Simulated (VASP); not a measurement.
A run of VASP 6.6.1 is set up as follows.

Contents of POSCAR:

```
SnO2
1.0
   -3.1216085568      3.1968193175      3.1968193175
    3.1216085568     -3.1968193175      3.1968193175
    3.1216085568      3.1968193175     -3.1968193175
Sn O
4 8
Direct
    1.0000000000      0.2500000000      0.7500000000
    0.0000000000      0.7500000000      0.2500000000
    0.5000000000      0.5000000000      0.5000000000
    0.5000000000      0.0000000000      0.0000000000
    0.1950941198      0.1950941198      0.5000000000
    0.6950941198      0.7500000000      0.9450941198
    0.1950941198      0.6950941198      1.0000000000
    0.3049058802      0.7500000000      0.5549058802
    0.6950941198      0.2500000000      0.4450941198
    0.3049058802      0.2500000000      0.0549058802
    0.8049058802      0.3049058802      0.0000000000
    0.8049058802      0.8049058802      0.5000000000
```

Contents of INCAR.step1:

```
SYSTEM = SnO2
ALGO = Normal
EDIFF = 1E-4
ENCUT = 520
GGA = PE
ISMEAR = 0
LASPH = .True.
LCHARG = .False.
LREAL = .False.
LWAVE = .True.
NBANDS = 64
NELM = 60
PREC = Accurate
SIGMA = 0.02
```

INCAR.step2

```
SYSTEM = SnO2
ALGO = Normal
EDIFF = 1E-7
ENCUT = 520
ISIF = 2
ISMEAR = 0
ISTART = 1
LASPH = .True.
LCHARG = .False.
LMIXTAU = .True.
LREAL = .False.
LWAVE = .False.
METAGGA = R2SCAN
NBANDS = 64
NELM = 60
PREC = Accurate
SIGMA = 0.02
```

KPOINTS

```
k-points
0
Gamma
  6 6 6
  0 0 0
```

Potentials or basis: VASP PAW PBE potentials, release 64 (Sn_d, O).

The run is started by

```bash
$ cat potpaw_PBE.64/Sn_d/POTCAR potpaw_PBE.64/O/POTCAR > POTCAR
$ cp INCAR.step1 INCAR
$ mpirun -np 1 vasp_std > vasp.out
$ cp INCAR.step2 INCAR
$ mpirun -np 1 vasp_std > vasp.out
```

(1) Estimate the largest force.

(2) Predict the pressure.

Results:

(1) 0.013 eV/Å.

(2) 37.6 GPa.

Caveat: the cell stands under pressure; the PAW data sets were made with another functional, which shifts forces and pressure a little.
